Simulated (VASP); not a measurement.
# Al15GaAs15P (P1) in VASP: a series of runs, part 2 of 2

VASP 6.6.1.

### 3 Relaxation of volume and atoms at fixed shape, PBEsol

Input file INCAR:

```
SYSTEM = Al15GaAs15P
PREC = Accurate
ENCUT = 500
EDIFF = 1E-7
ISMEAR = -1
SIGMA = 0.05
LREAL = Auto
LASPH = .True.
NELM = 120
ALGO = Normal
ISIF = 8
LWAVE = .False.
LCHARG = .False.
GGA = PS
IBRION = 2
NSW = 100
EDIFFG = -0.03
ISYM = -1
GGA_COMPAT = .False.
NELMIN = 4
```

Input file KPOINTS:

```
explicit points
1
Reciprocal
  0.25000000   0.25000000   0.25000000 1
```

Input file POSCAR:

```
Al15GaAs15P
1.0
   11.3199240000      0.0000000000      0.0000000000
    0.0000000000     11.3199240000      0.0000000000
    0.0000000000      0.0000000000     11.3199240000
Al Ga As P
30 2 30 2
Direct
    0.9989960000      0.9990390000      0.0002740000
    0.0002420000      0.0011680000      0.4987900000
    0.0001910000      0.5022620000      0.0031410000
    0.9998690000      0.5048260000      0.5002070000
    0.4978350000      0.0004850000      0.9988550000
    0.5023610000      0.0016020000      0.5024990000
    0.5019960000      0.4984910000      0.4972100000
    0.2503330000      0.2491930000      0.0025600000
    0.2514290000      0.2462250000      0.5012720000
    0.2529580000      0.7455670000      0.9964710000
    0.2469680000      0.7492310000      0.5034980000
    0.7482100000      0.2533300000      0.0025740000
    0.7530100000      0.2472310000      0.5013500000
    0.7481990000      0.7507340000      0.9984140000
    0.7462360000      0.7487650000      0.5004380000
    0.2505310000      0.0015320000      0.2484490000
    0.2520820000      0.0004060000      0.7524660000
    0.2523610000      0.4979440000      0.2502750000
    0.7500840000      0.9946180000      0.2481780000
    0.7501350000      0.9989120000      0.7533420000
    0.7459880000      0.4997250000      0.2515640000
    0.7500760000      0.5001990000      0.7497830000
    0.0020680000      0.2519590000      0.2495700000
    0.9991450000      0.2486960000      0.7518810000
    0.0008460000      0.7450620000      0.2482940000
    0.0045340000      0.7494780000      0.7480990000
    0.4972310000      0.2519160000      0.2477220000
    0.4958880000      0.2483580000      0.7511000000
    0.4992950000      0.7509580000      0.2495490000
    0.4990740000      0.7497020000      0.7499350000
    0.5002050000      0.4975340000      0.9993660000
    0.2539630000      0.4980910000      0.7476570000
    0.1265570000      0.1256330000      0.1246730000
    0.1252110000      0.1234580000      0.6252350000
    0.1238130000      0.6215200000      0.1255480000
    0.1250960000      0.6246300000      0.6229880000
    0.6269380000      0.1278220000      0.1253210000
    0.6235700000      0.1290310000      0.6279530000
    0.6263700000      0.6277250000      0.1270830000
    0.3746890000      0.3745750000      0.1253420000
    0.3753720000      0.3748120000      0.6265000000
    0.3782040000      0.8706260000      0.1257760000
    0.3740380000      0.8760910000      0.6259240000
    0.8755440000      0.3733440000      0.1224120000
    0.8764210000      0.8768780000      0.1264720000
    0.8734880000      0.8770510000      0.6276010000
    0.3746140000      0.1239290000      0.3747250000
    0.3783750000      0.1247400000      0.8750140000
    0.3773290000      0.6219570000      0.3727260000
    0.3737620000      0.6278730000      0.8757330000
    0.8743960000      0.1257170000      0.3738500000
    0.8773960000      0.1249410000      0.8771150000
    0.8749210000      0.6266120000      0.3754520000
    0.8727900000      0.6230700000      0.8773400000
    0.1216140000      0.3732320000      0.3754870000
    0.1250550000      0.3728920000      0.8771970000
    0.1226170000      0.8749190000      0.3720660000
    0.1249700000      0.8778420000      0.8756450000
    0.6258600000      0.3783400000      0.3748880000
    0.6290580000      0.3735970000      0.8765160000
    0.6265780000      0.8737260000      0.3780630000
    0.6251140000      0.8767830000      0.8722330000
    0.6250490000      0.6238660000      0.6248490000
    0.8769510000      0.3738950000      0.6250120000
```

Potentials or basis: VASP PAW PBE potentials, release 64 (Al, Ga_d, As, P).

Run with:

```
> cat potpaw_PBE.64/Al/POTCAR potpaw_PBE.64/Ga_d/POTCAR potpaw_PBE.64/As/POTCAR potpaw_PBE.64/P/POTCAR > POTCAR
> mpirun -np 1 vasp_std > vasp.out
```

OUTCAR:

```text
SYSTEM = Al15GaAs15P
   PREC = Accurate
   ENCUT = 500
   EDIFF = 1E-7
   ISMEAR = -1
   LREAL = Auto
   LASPH = .True.
   NELM = 120
   ISIF = 8
   GGA = PS
   IBRION = 2
   NSW = 100
   EDIFFG = -0.03
   ISYM = -1
   NELMIN = 4

 ion  position               nearest neighbor table
   1  0.999  0.999  0.000-  52 2.42  45 2.42  58 2.43  33 2.47
   2  0.000  0.001  0.499-  34 2.44  51 2.45  57 2.45  46 2.48
   3  0.000  0.502  0.003-  35 2.39  44 2.44  54 2.44  56 2.48
   4  1.000  0.505  0.500-  36 2.40  53 2.43  55 2.47  64 2.48
   5  0.498  0.000  0.999-  48 2.40  42 2.46  62 2.47  37 2.50
   6  0.502  0.002  0.502-  38 2.45  61 2.46  43 2.47  47 2.47
[... 56 lines left out ...]
  63  0.625  0.624  0.625-  15 2.42  22 2.44   7 2.46  30 2.46
  64  0.877  0.374  0.625-  13 2.45  24 2.45  22 2.47   4 2.48

IMPORTANT INFORMATION: All symmetrisations will be switched off!
NOSYMM: (Re-)initialisation of all symmetry stuff for point group C_1.

----------------------------------------------------------------------------------------

                                     Primitive cell

  volume of cell :    1450.5428

  direct lattice vectors                    reciprocal lattice vectors
    11.319924000  0.000000000  0.000000000     0.088339816  0.000000000  0.000000000
[... 508 lines left out ...]

[... ionic steps 4 to 7 ...]

--------------------------------------- Ionic step        8  -------------------------------------------

 number of electron     276.0000047 magnetization

------------------------ aborting loop because EDIFF is reached ----------------------------------------
[... 191 lines left out ...]
--------------------------------------- Ionic step       10  -------------------------------------------

 number of electron     276.0000050 magnetization

 Free energy of the ion-electron system (eV)
  ---------------------------------------------------
  ext. energy  EPLUGINS =         0.00000000
  ---------------------------------------------------
  free energy    TOTEN  =      -321.87526729 eV

  energy without entropy =     -321.87526725  energy(sigma->0) =     -321.87526727

 E-fermi :   4.5566     XC(G=0):  -9.2031

 val. band max:        3.6088396052   @ k =   0.2500   0.2500   0.2500
 cond. band min:       5.5075909213   @ k =   0.2500   0.2500   0.2500
 fundamental gap:      1.8987513162
 Fermi energy:         4.5566109852

 k-point     1 :       0.2500    0.2500    0.2500
  band No.  band energies     occupation
      1     -10.6252      2.00000
      2     -10.6089      2.00000
      3     -10.6025      2.00000
      4     -10.5855      2.00000
      5     -10.5840      2.00000
      6     -10.5713      2.00000
[... 142 lines left out ...]
    149       6.5204      0.00000
    150       6.5484      0.00000
 [bands above 150 left out]

------------------------ aborting loop because EDIFF is reached ----------------------------------------

  FORCE on cell =-STRESS in cart. coord.  units (eV):
  Direction    XX          YY          ZZ          XY          YZ          ZX
  --------------------------------------------------------------------------------------
  -------------------------------------------------------------------------------------
  Total        0.1497766      0.1514728      0.1468772     -5.7603828     -5.7667221     -5.7500458
  in kB        0.1648109      0.1666774      0.1616205     -6.3386005     -6.3455761     -6.3272259
  external PRESSURE =       0.1643696 kB  Pullay stress =       0.0000000 kB
[... 79 lines left out ...]
  FREE ENERGIE OF THE ION-ELECTRON SYSTEM (eV)
  ---------------------------------------------------
  free  energy   TOTEN  =      -321.8752672907 eV

  energy  without entropy=     -321.8752672465  energy(sigma->0) =     -321.87526727

 reached required accuracy - stopping structural energy minimisation
```

CONTCAR:

```text
Al15GaAs15P
   1.00000000000000
    11.3341646047486293    0.0000000000000000    0.0000000000000000
     0.0000000000000000   11.3341646047486293    0.0000000000000000
     0.0000000000000000    0.0000000000000000   11.3341646047486293
  Al              Ga              As              P
    30     2    30     2
Direct
     0.0003818694059821    0.0002804721067160    0.0001846985048542
     0.9992331170886236    0.9992382962157128    0.4995248096470332
     0.9995235864571889    0.5000248914296316    0.9988678966611854
     0.9965671418423795    0.4968405898648022    0.5035980934150549
     0.5002177355811427    0.9991864252098863    0.0001582959377264
     0.5011363467392048    0.0010891221457432    0.5010928198880376
[... 56 lines left out ...]
     0.6263141874235653    0.6232123985170237    0.6255368722315534
     0.8744927805988183    0.3759120984660098    0.6255605894645696

  0.00000000E+00  0.00000000E+00  0.00000000E+00
  0.00000000E+00  0.00000000E+00  0.00000000E+00
  0.00000000E+00  0.00000000E+00  0.00000000E+00
  0.00000000E+00  0.00000000E+00  0.00000000E+00
  0.00000000E+00  0.00000000E+00  0.00000000E+00
  0.00000000E+00  0.00000000E+00  0.00000000E+00
[... 56 lines left out ...]
  0.00000000E+00  0.00000000E+00  0.00000000E+00
  0.00000000E+00  0.00000000E+00  0.00000000E+00
```

Wall time 69 min (1 thread of Intel Xeon Platinum 8488C (Sapphire Rapids), shared host); peak memory 1.4 GiB.

Results:

```
Free energy                           : -321.8753 eV
Relaxed volume                        : 22.75 Å³/atom
Relaxed cell                          : a = 11.334 Å, b = 11.334 Å, c = 11.334 Å, α = 90.00°, β = 90.00°, γ = 90.00°
Space group after relaxing (to 0.1 Å) : P1 (No. 1)
Energy gained by relaxing             : 12.0 meV/atom
Ionic steps                           : 10
Pressure after relaxing               : 0.0 GPa
Largest force after relaxing          : 0.026 eV/Å
Band gap on the k mesh                : 1.90 eV
```

Forces on the atoms (eV/Å):
```
Al  -0.003  0.000 -0.005
Al   0.009 -0.005  0.012
Al   0.010 -0.006  0.008
Al   0.007 -0.013 -0.003
Al   0.000  0.003 -0.012
Al  -0.005 -0.021 -0.003
Al  -0.014  0.003  0.013
Al   0.001  0.003 -0.014
Al   0.006  0.023  0.006
Al  -0.003  0.000  0.009
Al   0.010 -0.009  0.004
Al   0.000 -0.005 -0.008
Al  -0.021  0.003 -0.001
Al   0.013  0.001  0.012
Al   0.001 -0.002 -0.024
Al  -0.008  0.001  0.008
Al  -0.002 -0.005 -0.013
Al  -0.001  0.020 -0.015
Al   0.007  0.008 -0.002
Al  -0.008 -0.003 -0.007
Al   0.018 -0.006  0.001
Al  -0.014 -0.002  0.006
Al  -0.003 -0.002  0.000
Al  -0.003 -0.008 -0.006
Al  -0.006  0.005  0.001
Al  -0.003 -0.002  0.008
Al   0.011  0.003 -0.003
Al   0.001 -0.008 -0.006
Al  -0.005  0.003  0.001
Al   0.011 -0.001  0.001
Ga  -0.002 -0.003  0.012
Ga  -0.004  0.003  0.001
As  -0.006  0.012 -0.013
As   0.008 -0.001 -0.004
As  -0.020  0.006  0.011
As   0.000  0.000  0.005
As   0.008  0.001 -0.009
As  -0.006 -0.016  0.002
As   0.009 -0.018 -0.001
As   0.003 -0.002  0.010
As  -0.005  0.001  0.020
As   0.005  0.006  0.003
As   0.004  0.005  0.008
As  -0.006  0.002 -0.003
As  -0.006  0.001  0.004
As  -0.002 -0.004  0.000
As   0.006  0.016  0.016
As  -0.003  0.001 -0.019
As  -0.005  0.001  0.001
As  -0.005  0.002  0.013
As   0.006  0.000  0.015
As  -0.010 -0.006 -0.006
As   0.011 -0.013 -0.006
As   0.005  0.006  0.009
As   0.009  0.003 -0.014
As   0.007  0.008 -0.004
As  -0.004 -0.012  0.019
As  -0.004  0.010 -0.012
As  -0.001  0.016 -0.010
As  -0.014 -0.018  0.011
As   0.006 -0.002 -0.003
As   0.020 -0.005  0.002
P   -0.002  0.013 -0.011
P   -0.007  0.006 -0.017
```

Stress tensor (GPa, compression positive):
```
 0.02 -0.63 -0.63
-0.63  0.02 -0.63
-0.63 -0.63  0.02
```

Step by step:
```
step  energy change (eV)  largest force (eV/Å)  pressure (GPa)  volume (Å³)
   1              0.0000                1.1532            0.44      1450.54
   2             -0.6433                0.4388           -0.35      1463.58
   3             -0.6616                0.3273           -0.48      1466.25
   4             -0.7211                0.1543            0.20      1452.31
   5             -0.7218                0.1517            0.29      1450.60
   6             -0.7484                0.0947            0.07      1454.89
   7             -0.7522                0.0980           -0.05      1457.29
   8             -0.7606                0.0500           -0.03      1456.86
   9             -0.7626                0.0511           -0.01      1456.54
  10             -0.7648                0.0256            0.02      1456.02
```

Levels at points of the mesh, in eV from the valence-band top:
```tsv
k point	band 136	band 137	band 138	band 139	band 140	band 141
(0.25, 0.25, 0.25)	-0.32	-0.01	0.00	1.90	1.92	1.95
```

Caveat: the PAW data sets were made with another functional, which shifts forces and pressure a little; a shifted mesh leaves out Γ, where band edges can lie. A k mesh can miss the band edges.
